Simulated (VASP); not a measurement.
A run of VASP 6.6.1 is set up as follows.

Contents of INCAR:

```
  ALGO = Normal
  EDIFF = 1E-7
  ENCUT = 520
  GGA = PE
  ISIF = 2
  ISMEAR = -1
  LASPH = T
  LCHARG = F
  LREAL = F
  LWAVE = F
  NBANDS = 19
  NELM = 60
  PREC = Accurate
  SIGMA = 0.1
```

The input KPOINTS:

```
k-points
0
Gamma
  14 14 14
```

The input POSCAR:

```
Hg
1.0
   -2.8582421103      2.8582421103      1.5065757349
    2.8582421103     -2.8582421103      1.5065757349
    2.8582421103      2.8582421103     -1.5065757349
Hg
2
Direct
   -0.3750000000     -0.1250000000     -0.2500000000
    0.3750000000      0.1250000000      0.2500000000
```

Potentials or basis: VASP PAW PBE potentials, release 64 (Hg).

Run with:

```sh
$ cat potpaw_PBE.64/Hg/POTCAR > POTCAR
$ mpirun -np 1 vasp_std > vasp.out
```

Problem. What does it give for the pressure?

Solution. 5.5 GPa.

Problem. What does it give for the band gap on the k mesh?

Solution. Zero (bands 12 and 13 overlap by 4.53 eV).

Caveat: the cell stands under pressure; spin-orbit coupling is left out, which moves the levels of the heavy elements.
